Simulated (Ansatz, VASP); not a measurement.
**Si: VASP beside Ansatz**

```
Si
1.0
     0.00000    2.73497    2.73497
     2.73497    0.00000    2.73497
     2.73497    2.73497    0.00000
Si
2
Direct
  0.00000 0.00000 0.00000
  0.25000 0.25000 0.25000
```

Alike in both runs: functional PBE; k mesh 10 × 10 × 10; occupations gaussian, width 0.02 eV; no spin polarisation.

Ansatz relaxed the structure, and its values are those at the end. VASP's run is a single point on that final structure, the one shown.

```csv
,VASP,Ansatz
version,VASP 6.6.1,Ansatz 0.2.0
potentials or method,"VASP PAW PBE potentials, release 64 (Si), cutoff 500 eV","scalar-relativistic, plane waves, PAW"
valence electrons in the cell,8,8
```

VASP gave:

```
gap on the k mesh at the Fermi level (eV) : 0.62
least direct gap on the mesh (eV)         : 2.56
pressure (GPa)                            : -0.1
```

**Question.** Which values does Ansatz return?

**Answer.** gap on the k mesh at the Fermi level (eV): 0.62; least direct gap on the mesh (eV): 2.55; pressure (GPa): 0.0.
